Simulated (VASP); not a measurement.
# SnO2 (Cassiterite) (P4_2/mnm) in VASP: a series of runs

Runs on SnO2 (Cassiterite). Level: PBE. Tasks: single point.

All numbers are computed with VASP 6.6.1; they aren't measurements. Logs are shortened: lines on timing, memory, paths and dates and some standing lists are left out, and cuts for length are marked.

**1. The cell of the first run**

Symmetry: P4_2/mnm, No. 136, tetragonal system. Conventional cell: a = 4.574 Å, b = 4.574 Å, c = 3.077 Å, α = 90.00°, β = 90.00°, γ = 90.00°. Within 2.6 Å of Sn (site symmetry mmm) lie 6 O at 1.98 to 1.99 Å. O (site symmetry m2m) has 3 Sn at 1.98 to 1.99 Å and 1 O at 2.50 Å within 2.6 Å.

**2. Single point, PBE**

INCAR

```
SYSTEM = SnO2
PREC     = Accurate       ! precision mode
ENCUT    = 520            ! plane-wave cutoff, eV
EDIFF    = 1E-6           ! SCF threshold, eV
ISMEAR   = -1             ! smearing method
SIGMA    = 0.05           ! smearing width, eV
LREAL    = .FALSE.        ! projectors in reciprocal space
LASPH    = .TRUE.         ! aspherical terms in the spheres
NELM     = 80             ! most SCF steps
ALGO     = Normal         ! electronic algorithm
ISIF     = 2              ! what is computed and relaxed
LWAVE    = .FALSE.        ! write WAVECAR
LCHARG   = .FALSE.        ! write CHGCAR
GGA      = PE             ! functional
NBANDS   = 35             ! bands
```

KPOINTS

```
Automatic mesh
0
G
  4 4 6
  0 0 0
```

POSCAR

```
SnO2
1.0
    4.5744887043      0.0000000000      0.0000000000
    0.0000000000      4.5744887043      0.0000000000
    0.0000000000      0.0000000000      3.0765319240
Sn O
2 4
Direct
    0.0000000000      0.0000000000      0.0000000000
    0.5000000000      0.5000000000      0.5000000000
    0.3071000000      0.3071000000      0.0000000000
    0.1929000000      0.8071000000      0.5000000000
    0.6929000000      0.6929000000      0.0000000000
    0.8071000000      0.1929000000      0.5000000000
```

Potentials or basis: VASP PAW PBE potentials, release 64 (Sn_d, O).

The run is started by

```bash
> cat potpaw_PBE.64/Sn_d/POTCAR potpaw_PBE.64/O/POTCAR > POTCAR
> mpirun -np 1 vasp_std > vasp.out
```

OUTCAR:

```text
SYSTEM = SnO2
   PREC = Accurate
   ENCUT = 520
   EDIFF = 1E-6
   ISMEAR = -1
   LREAL = .FALSE.
   LASPH = .TRUE.
   NELM = 80
   ISIF = 2
   GGA = PE

 ion  position               nearest neighbor table
   1  0.000  0.000  0.000-   4 1.98   6 1.98   4 1.98   6 1.98   5 1.99   3 1.99   2 3.58   2 3.58
                             2 3.58   2 3.58   2 3.58   2 3.58   2 3.58   2 3.58
   2  0.500  0.500  0.500-   3 1.98   5 1.98   3 1.98   5 1.98   4 1.99   6 1.99   1 3.58   1 3.58
                             1 3.58   1 3.58   1 3.58   1 3.58   1 3.58   1 3.58
   3  0.307  0.307  0.000-   2 1.98   2 1.98   1 1.99
   4  0.193  0.807  0.500-   1 1.98   1 1.98   2 1.99
   5  0.693  0.693  0.000-   2 1.98   2 1.98   1 1.99
   6  0.807  0.193  0.500-   1 1.98   1 1.98   2 1.99

  LATTYP: Found a simple tetragonal cell.
 ALAT       =     4.5744887043
 C/A-ratio  =     0.6725411566

  Lattice vectors:

 A1 = (   4.5744887043,   0.0000000000,   0.0000000000)
 A2 = (   0.0000000000,   4.5744887043,   0.0000000000)
 A3 = (   0.0000000000,   0.0000000000,   3.0765319240)

Analysis of symmetry for initial positions (statically):
=====================================================================
 Subroutine PRICEL returns:
 Original cell was already a primitive cell.

 Routine SETGRP: Setting up the symmetry group for a
 simple tetragonal supercell.

 Subroutine GETGRP returns: Found 16 space group operations
 (whereof  8 operations were pure point group operations)
 out of a pool of 16 trial point group operations.

The static configuration has the point symmetry D_2h.
 The point group associated with its full space group is D_4h.

Analysis of symmetry for dynamics (positions and initial velocities):
=====================================================================
 Subroutine PRICEL returns:
 Original cell was already a primitive cell.

 Routine SETGRP: Setting up the symmetry group for a
 simple tetragonal supercell.

 Subroutine GETGRP returns: Found 16 space group operations
 (whereof  8 operations were pure point group operations)
 out of a pool of 16 trial point group operations.

The dynamic configuration has the point symmetry D_2h.
 The point group associated with its full space group is D_4h.

 Subroutine INISYM returns: Found 16 space group operations
 (whereof  8 operations are pure point group operations),
 and found     1 'primitive' translations

----------------------------------------------------------------------------------------

                                     Primitive cell

  volume of cell :      64.3793

  direct lattice vectors                    reciprocal lattice vectors
     4.574488704  0.000000000  0.000000000     0.218603666  0.000000000  0.000000000
     0.000000000  4.574488704  0.000000000     0.000000000  0.218603666  0.000000000
     0.000000000  0.000000000  3.076531924     0.000000000  0.000000000  0.325041321

  length of vectors
     4.574488704  4.574488704  3.076531924     0.218603666  0.218603666  0.325041321

  position of ions in fractional coordinates (direct lattice)
     0.000000000  0.000000000  0.000000000
     0.500000000  0.500000000  0.500000000
     0.307100000  0.307100000  0.000000000
     0.192900000  0.807100000  0.500000000
     0.692900000  0.692900000  0.000000000
     0.807100000  0.192900000  0.500000000

  ion indices of the primitive-cell ions
   primitive index   ion index
                 1           1
                 2           2
                 3           3
                 4           4
                 5           5
                 6           6

----------------------------------------------------------------------------------------

 KPOINTS: Automatic mesh

Automatic generation of k-mesh.
 Grid dimensions read from file:
 generate k-points for:    4    4    6

 Generating k-lattice:

  Cartesian coordinates                     Fractional coordinates (reciprocal lattice)
     0.054650916  0.000000000  0.000000000     0.250000000  0.000000000  0.000000000
     0.000000000  0.054650916  0.000000000     0.000000000  0.250000000  0.000000000
     0.000000000  0.000000000  0.054173553     0.000000000  0.000000000  0.166666667

  Length of vectors
     0.054650916  0.054650916  0.054173553

  Shift w.r.t. Gamma in fractional coordinates (k-lattice)
     0.000000000  0.000000000  0.000000000

 Subroutine IBZKPT returns following result:
 ===========================================

 Found     24 irreducible k-points:

 Following reciprocal coordinates:
            Coordinates               Weight
  0.000000  0.000000  0.000000      1.000000
  0.250000  0.000000  0.000000      4.000000
  0.500000  0.000000  0.000000      2.000000
  0.250000  0.250000  0.000000      4.000000
  0.500000  0.250000  0.000000      4.000000
  0.500000  0.500000  0.000000      1.000000
[... 16 lines left out ...]
  0.500000  0.250000  0.500000      4.000000
  0.500000  0.500000  0.500000      1.000000
   k-points           NKPTS =     24   k-points in BZ     NKDIM =     24   number of bands    NBANDS=     35
   number of dos      NEDOS =    301   number of ions     NIONS =      6
   total plane-waves  NPLWV =  31104
   dimension x,y,z NGX =    36 NGY =   36 NGZ =   24
   dimension x,y,z NGXF=    72 NGYF=   72 NGZF=   48
   ions per type =               2   4
   NGX,Y,Z   is equivalent  to a cutoff of  13.08, 13.08, 12.97 a.u.
   NGXF,Y,Z  is equivalent  to a cutoff of  26.17, 26.17, 25.94 a.u.
 SYSTEM =  SnO2
   PREC   = accura    normal or accurate (medium, high low for compatibility)
   ISTART =      0    job   : 0-new  1-cont  2-samecut
   ICHARG =      2    charge: 1-file 2-atom 10-const
   ISPIN  =      1    spin polarized calculation?
   LNONCOLLINEAR =      F non collinear calculations
   LSORBIT =      F    spin-orbit coupling
   LASPH  =      T    aspherical Exc in radial PAW
   ENCUT  =  520.0 eV  38.22 Ry    6.18 a.u.   8.51  8.51  5.72*2*pi/ulx,y,z
   NELM   =     80;   NELMIN=  2; NELMDL= -5     # of ELM steps
   EDIFF  = 0.1E-05   stopping-criterion for ELM
   LREAL  =      F    real-space projection
   EDIFFG = 0.1E-04   stopping-criterion for IOM
   NSW    =      0    number of steps for IOM
   IBRION =     -1    ionic relax: 0-MD 1-quasi-New 2-CG
   NFREE  =      0    steps in history (QN), initial steepest desc. (CG)
   ISIF   =      2    stress and relaxation
   ISYM   =      2    0-nonsym 1-usesym 2-fastsym
   POTIM  = 0.5000    time-step for ionic-motion
   TEBEG  =    0.0;   TEEND  =   0.0 temperature during run
   PSTRESS=    0.0 pullay stress
   NELECT =      52.0000    total number of electrons
   NUPDOWN=      -1.0000    fix difference up-down
   EMIN   =  10.00;   EMAX   =-10.00  energy-range for DOS
   EFERMI =   0.00;   METHOD = LEGACY
   ISMEAR =    -1;   SIGMA  =   0.05  broadening in eV -4-tet -1-fermi 0-gaus
   EFERMI_NEDOS =   21; number of points for ismear=-14 and -15
   IALGO  =     38    algorithm
   IMIX   =      4    mixing-type and parameters
     AMIX     =   0.40;   BMIX     =  1.00
     AMIX_MAG =   1.60;   BMIX_MAG =  1.00
  volume/ion in A,a.u.               =      10.73        72.41
  Fermi-wavevector in a.u.,A,eV,Ry     =   1.524616  2.881106 31.626110  2.324453
  Thomas-Fermi vector in A             =   2.632898
   LORBIT       =      0    0 simple, 1 ext, 2 COOP (PROOUT), +10 PAW based schemes
   GGA     = PE    functional components
   LHFCALC =     F    Hartree Fock is set to
   AEXX    =    0.0000 exact exchange contribution
   IVDW    =     0    specifies the selected vdW correction
   LEPSILON=     F    determine dielectric tensor
   LRPA    =     F    only Hartree local field effects (RPA)
 non-spin polarized calculation
  energy-cutoff  :      520.00
  volume of cell :       64.38
 maximum number of plane-waves:      1751
 NGX is ok and might be reduce to    36
   NGX = 17   NGY = 17   NGZ = 11

 number of electron      52.0000047 magnetization

 Free energy of the ion-electron system (eV)
  ---------------------------------------------------
  ext. energy  EPLUGINS =         0.00000000
  ---------------------------------------------------
  free energy    TOTEN  =       -35.98237776 eV

  energy without entropy =      -35.98237776  energy(sigma->0) =      -35.98237776

 E-fermi :   8.5191     XC(G=0): -11.8279

 val. band max:        7.4360388993   @ k =   0.0000   0.0000   0.0000
 cond. band min:      10.0210827145   @ k =   0.0000   0.0000   0.0000
 fundamental gap:      2.5850438152
 Fermi energy:         8.5191370031

 k-point     1 :       0.0000    0.0000    0.0000
  band No.  band energies     occupation
      1     -13.9174      2.00000
      2     -13.0458      2.00000
      3     -12.3660      2.00000
      4     -12.3502      2.00000
      5     -12.3502      2.00000
      6     -12.3261      2.00000
[... 27 lines left out ...]
     34      20.8738      0.00000
     35      20.8745      0.00000

 k-point     2 :       0.2500    0.0000    0.0000
  band No.  band energies     occupation
      1     -13.7989      2.00000
      2     -13.1107      2.00000
      3     -12.4528      2.00000
      4     -12.3780      2.00000
      5     -12.3444      2.00000
      6     -12.3440      2.00000
[... 27 lines left out ...]
     34      20.6323      0.00000
     35      20.7965      0.00000

 k-point     3 :       0.5000    0.0000    0.0000
  band No.  band energies     occupation
      1     -13.4700      2.00000
      2     -13.4700      2.00000
      3     -12.4259      2.00000
      4     -12.4259      2.00000
      5     -12.3380      2.00000
      6     -12.3380      2.00000
[... 27 lines left out ...]
     34      20.5550      0.00000
     35      21.4786      0.00000
[... 723 lines left out ...]
 k-point    23 :       0.5000    0.2500    0.5000
  band No.  band energies     occupation
      1     -13.7271      2.00000
      2     -13.7271      2.00000
      3     -12.6367      2.00000
      4     -12.6367      2.00000
      5     -12.1550      2.00000
      6     -12.1550      2.00000
[... 27 lines left out ...]
     34      20.1762      0.00000
     35      21.0248      0.00000

 k-point    24 :       0.5000    0.5000    0.5000
  band No.  band energies     occupation
      1     -13.5923      2.00000
      2     -13.5923      2.00000
      3     -12.9152      2.00000
      4     -12.9152      2.00000
      5     -12.1473      2.00000
      6     -12.1473      2.00000
[... 27 lines left out ...]
     34      19.8282      0.00000
     35      21.3219      0.00000

------------------------ aborting loop because EDIFF is reached ----------------------------------------

  FORCE on cell =-STRESS in cart. coord.  units (eV):
  Direction    XX          YY          ZZ          XY          YZ          ZX
  --------------------------------------------------------------------------------------
  -------------------------------------------------------------------------------------
  Total       15.6533622     15.6533622     20.7655302      0.0000000      0.0000000      0.0000000
  in kB      389.5575907    389.5575907    516.7816227      0.0000000      0.0000000      0.0000000
  external PRESSURE =     431.9656013 kB  Pullay stress =       0.0000000 kB

 VOLUME and BASIS-vectors are now :
 -----------------------------------------------------------------------------
  energy-cutoff  :      520.00
  volume of cell :       64.38
      direct lattice vectors                 reciprocal lattice vectors
     4.574488704  0.000000000  0.000000000     0.218603666  0.000000000  0.000000000
     0.000000000  4.574488704  0.000000000     0.000000000  0.218603666  0.000000000
     0.000000000  0.000000000  3.076531924     0.000000000  0.000000000  0.325041321

 POSITION                                       TOTAL-FORCE (eV/Angst)
 -----------------------------------------------------------------------------------
      0.00000      0.00000      0.00000         0.000000      0.000000     -0.000000
      2.28724      2.28724      1.53827         0.000000      0.000000     -0.000000
      1.40483      1.40483      0.00000        -0.570911     -0.570911     -0.000000
      0.88242      3.69207      1.53827         0.570911     -0.570911     -0.000000
      3.16966      3.16966      0.00000         0.570911      0.570911      0.000000
      3.69207      0.88242      1.53827        -0.570911      0.570911      0.000000
 -----------------------------------------------------------------------------------
    total drift:                               -0.000000      0.000000      0.000000

  FREE ENERGIE OF THE ION-ELECTRON SYSTEM (eV)
  ---------------------------------------------------
  free  energy   TOTEN  =       -35.9823777646 eV

  energy  without entropy=      -35.9823777646  energy(sigma->0) =      -35.98237776
```

Wall time 39 s (1 thread of Intel Xeon 6975P-C, shared host); peak memory 0.19 GiB.

What came out:

- Free energy: -35.9824 eV
- Pressure: 43.2 GPa
- Largest force: 0.807 eV/Å
- Band gap on the k mesh: 2.59 eV, direct

Forces on the atoms (eV/Å):
```
Sn   0.000  0.000  0.000
Sn   0.000  0.000  0.000
O   -0.571 -0.571  0.000
O    0.571 -0.571  0.000
O    0.571  0.571  0.000
O   -0.571  0.571  0.000
```

Caveat: spin-orbit coupling is left out, which moves the levels of the heavy elements.

**3. Single point, PBE**

This run uses another cell than the first one, of 11.03 Å³/atom, 1.028 times its volume.

INCAR

```
PREC     = Accurate       # precision mode
ENCUT    = 520            # plane-wave cutoff, eV
EDIFF    = 1E-6           # SCF threshold, eV
ISMEAR   = -1             # smearing method
SIGMA    = 0.05           # smearing width, eV
LREAL    = False          # projectors in reciprocal space
LASPH    = True           # aspherical terms in the spheres
NELM     = 100            # most SCF steps
ALGO     = Normal         # electronic algorithm
ISIF     = 2              # what is computed and relaxed
LWAVE    = False          # write WAVECAR
LCHARG   = True           # write CHGCAR
GGA      = PE             # functional
LELF     = True           # ELF
LVHAR    = True         
NBANDS   = 35             # bands
```

KPOINTS

```
regular mesh
0
Gamma
  4 4 6
```

Edit POSCAR of step 2 so:

```diff
@@ -2,5 +2,5 @@
 1.0
-    4.5744887043      0.0000000000      0.0000000000
-    0.0000000000      4.5744887043      0.0000000000
-    0.0000000000      0.0000000000      3.0765319240
+    4.6164588349      0.0000000000      0.0000000000
+    0.0000000000      4.6164588349      0.0000000000
+    0.0000000000      0.0000000000      3.1047585643
 Sn O
```

Potentials or basis: VASP PAW PBE potentials, release 64 (Sn_d, O).

The run is started by

```bash
> cat potpaw_PBE.64/Sn_d/POTCAR potpaw_PBE.64/O/POTCAR > POTCAR
> mpirun -np 1 vasp_std > vasp.out
```

OUTCAR:

```text
PREC = Accurate
   ENCUT = 520
   EDIFF = 1E-6
   ISMEAR = -1
   LREAL = False
   LASPH = True
   NELM = 100
   ISIF = 2
   GGA = PE

 ion  position               nearest neighbor table
   1  0.000  0.000  0.000-   4 2.00   6 2.00   4 2.00   6 2.00   5 2.00   3 2.00   2 3.61   2 3.61
                             2 3.61   2 3.61   2 3.61   2 3.61   2 3.61   2 3.61
   2  0.500  0.500  0.500-   3 2.00   5 2.00   3 2.00   5 2.00   4 2.00   6 2.00   1 3.61   1 3.61
                             1 3.61   1 3.61   1 3.61   1 3.61   1 3.61   1 3.61
   3  0.307  0.307  0.000-   2 2.00   2 2.00   1 2.00
   4  0.193  0.807  0.500-   1 2.00   1 2.00   2 2.00
[... 1121 lines left out ...]
  Total       12.5332559     12.5332559     16.6165598      0.0000000      0.0000000      0.0000000
  in kB      303.4790526    303.4790526    402.3517807      0.0000000      0.0000000      0.0000000
  external PRESSURE =     336.4366286 kB  Pullay stress =       0.0000000 kB

 VOLUME and BASIS-vectors are now :
 -----------------------------------------------------------------------------
  energy-cutoff  :      520.00
  volume of cell :       66.17
      direct lattice vectors                 reciprocal lattice vectors
     4.616458835  0.000000000  0.000000000     0.216616250  0.000000000  0.000000000
     0.000000000  4.616458835  0.000000000     0.000000000  0.216616250  0.000000000
     0.000000000  0.000000000  3.104758564     0.000000000  0.000000000  0.322086236

 POSITION                                       TOTAL-FORCE (eV/Angst)
 -----------------------------------------------------------------------------------
      0.00000      0.00000      0.00000        -0.000000      0.000000      0.000000
      2.30823      2.30823      1.55238        -0.000000      0.000000      0.000000
      1.41771      1.41771      0.00000        -0.467325     -0.467325     -0.000000
      0.89051      3.72594      1.55238         0.467325     -0.467325     -0.000000
      3.19874      3.19874      0.00000         0.467325      0.467325      0.000000
      3.72594      0.89051      1.55238        -0.467325      0.467325      0.000000
 -----------------------------------------------------------------------------------
    total drift:                               -0.000000      0.000000      0.000000

  FREE ENERGIE OF THE ION-ELECTRON SYSTEM (eV)
  ---------------------------------------------------
  free  energy   TOTEN  =       -36.4137004290 eV

  energy  without entropy=      -36.4137004289  energy(sigma->0) =      -36.41370043
```

Run time: 38 s. Hardware: 1 thread of Intel Xeon 6975P-C, shared host; peak memory 0.2 GiB.

Results:

* Free energy: -36.4137 eV
* Pressure: 33.6 GPa
* Largest force: 0.661 eV/Å
* Band gap on the k mesh: 2.23 eV, direct

Forces in eV/Å, atoms in the order of the input:
```
Sn   0.000  0.000  0.000
Sn   0.000  0.000  0.000
O   -0.467 -0.467  0.000
O    0.467 -0.467  0.000
O    0.467  0.467  0.000
O   -0.467  0.467  0.000
```

Levels at points of the mesh, in eV from the valence-band top:
```tsv
k point	band 24	band 25	band 26	band 27	band 28	band 29
(0.00, 0.00, 0.00)	-0.85	-0.85	0.00	2.23	6.80	6.80
(0.50, 0.00, 0.00)	-1.13	-0.68	-0.68	5.34	5.34	7.56
(0.50, 0.50, 0.00)	-1.25	-0.98	-0.98	5.76	5.76	8.12
(0.00, 0.00, 0.50)	-1.87	-1.37	-1.37	7.22	7.22	10.34
(0.50, 0.00, 0.50)	-1.24	-0.59	-0.59	7.53	7.53	8.75
(0.50, 0.50, 0.50)	-1.05	-0.93	-0.93	5.78	5.78	9.27
```

Caveat: spin-orbit coupling is left out, which moves the levels of the heavy elements. As with any semilocal functional, this PBE gap is likely too small.

(Part 1 of 2 ends here.)
